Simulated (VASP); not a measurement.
Runs of VASP 6.6.1 on MnO2. The structure is that of space group P-3m1 (No. 164), or close to it. The cells are those of the table. 

```csv
spin,cell,gap on the mesh (eV),pressure (GPa),moment (μB),largest force (eV/Å)
"collinear, ferromagnetic start","a = 2.536, b = 2.536, c = 4.086 Å, angles 90.0, 90.0, 120.0°, 3 atoms",none,135.8,(a),7.67
off,"a = 2.607, b = 2.607, c = 4.199 Å, angles 90.0, 90.0, 120.0°, 3 atoms",none,74.0,-,4.99
off,"a = 2.857, b = 2.857, c = 4.601 Å, angles 90.0, 90.0, 120.0°, 3 atoms",none,(b),-,0.84
off,"a = 2.674, b = 2.674, c = 4.307 Å, angles 90.0, 90.0, 120.0°, 3 atoms",none,37.8,-,2.91
"collinear, ferromagnetic start","a = 2.674, b = 2.674, c = 4.307 Å, angles 90.0, 90.0, 120.0°, 3 atoms",none,50.4,2.86,3.28
```

Alike in all rows: task single point; level LDA; potentials or basis VASP PAW LDA potentials, release 64 (Mn_pv, O); k mesh 11 × 11 × 6; cutoff (eV) 520; smearing fermi-dirac 0.03 eV.

Task: Fill in the values left out.

Result: (a) 2.07; (b) -17.3.

Caveats: semilocal functionals often make such compounds metallic where correlation or magnetic order opens a gap, which also shifts bond lengths; the cell stands under pressure (at least some runs); an odd number of electrons without spin polarisation forces a metal (at least some runs); a magnetic or distorted state may lie lower (at least some runs); a cell with one magnetic atom can't hold antiferromagnetic order, which such compounds often take (at least some runs); forces of over 1 eV/Å act on the atoms, so gaps and moduli don't describe the material at rest (at least some runs); the cell stands under tension (at least some runs).

A gap of «none» marks levels without a gap at the run's occupations.
